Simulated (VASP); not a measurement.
Set up this calculation in VASP 6.6.1, as the native input.

```
Task                   : single point
Functional             : PBE
Potentials or basis    : VASP PAW PBE potentials, release 64 (Sn_d, Se, S)
Cutoff                 : 520 eV
k mesh                 : 6 × 6 × 2
Occupations            : gaussian, width 0.2 eV
Spin                   : no spin polarisation
Dipole correction      : no
Further INCAR settings : ALGO = Normal; EDIFF = 1e-07; NBANDS = 50
```

The structure of Sn4SeS3 lies in POSCAR:

```
Sn4SeS3
1.0
    4.2445292413      0.0051524128      0.6445442184
   -0.0059566274      4.1333567613     -0.0061327433
    1.8248137051      0.0024632860     12.1688025422
Sn Se S
4 1 3
Direct
    0.0260477860     -0.0001150772     -0.0023863341
    0.4503945208      0.5004147277      0.2451640225
    0.1092518531     -0.0007044292      0.5059512304
    0.4608399199      0.4999541152      0.7566068228
    0.5776138119      0.4992907494      0.5224498019
   -0.1073295843     -0.0000144412      0.7297197974
    0.5906194299      0.5002187846      0.0218587440
   -0.1074377374      0.0009555706      0.2206359153
```

The input as run:

INCAR

```
SYSTEM = Sn4SeS3
ALGO     = Normal         ! electronic algorithm
EDIFF    = 1E-7           ! SCF threshold, eV
ENCUT    = 520            ! plane-wave cutoff, eV
GGA      = PE             ! functional
ISIF     = 2              ! what is computed and relaxed
ISMEAR   = 0              ! smearing method
LASPH    = .True.         ! aspherical terms in the spheres
LCHARG   = .False.        ! write CHGCAR
LREAL    = .False.        ! projectors in reciprocal space
LWAVE    = .False.        ! write WAVECAR
NBANDS   = 50             ! bands
NELM     = 80             ! most SCF steps
PREC     = Accurate       ! precision mode
SIGMA    = 0.2            ! smearing width, eV
```

KPOINTS

```
k-points
0
Gamma
  6 6 2
  0 0 0
```

Potentials or basis: VASP PAW PBE potentials, release 64 (Sn_d, Se, S).

Command:

```sh
$ cat potpaw_PBE.64/Sn_d/POTCAR potpaw_PBE.64/Se/POTCAR potpaw_PBE.64/S/POTCAR > POTCAR
$ mpirun -np 1 vasp_std > vasp.out
```

Results of the run:

| Item | Value |
| --- | --- |
| Pressure | 0.0 GPa |
| Largest force | 0.029 eV/Å |
| Band gap on the k mesh | 0.57 eV (least direct gap 0.88 eV) |

Caveat: semilocal functionals underestimate gaps, and a narrow one can read as zero; spin-orbit coupling is left out, which moves the levels of the heavy elements.

Wall time 11 min on 1 thread of Oxide Virtual Turin-like Processor, on a shared host, peak memory 0.47 GiB.
